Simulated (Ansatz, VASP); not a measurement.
# Ti in VASP and in Ansatz

```
CELL_PARAMETERS angstrom
2.95000 0.00000 0.00000
-1.47500 2.55477 0.00000
0.00000 0.00000 4.68600
ATOMIC_POSITIONS crystal
Ti 0.33333 0.66667 0.25000
Ti 0.66667 0.33333 0.75000
```

Alike in both runs: task relaxation of cell and atoms; functional PBE; k mesh 15 × 15 × 8; occupations fermi-dirac, width 0.05 eV; no spin polarisation.

|  | VASP | Ansatz |
| --- | --- | --- |
| version | VASP 6.6.1 | Ansatz 0.2.0 |
| potentials or method | VASP PAW PBE potentials, release 64 (Ti_sv), cutoff 600 eV | plane-wave PAW DFT |
| valence electrons in the cell | 24 | 24 |

|  | VASP | Ansatz | Ansatz less VASP |
| --- | --- | --- | --- |
| relaxed volume (Å³/atom) | 17.35 | 17.39 | +0.044 |
| relaxed length of the cell vector where the two differ most in proportion (Å) | 2.935 | 2.938 | +0.0030 |
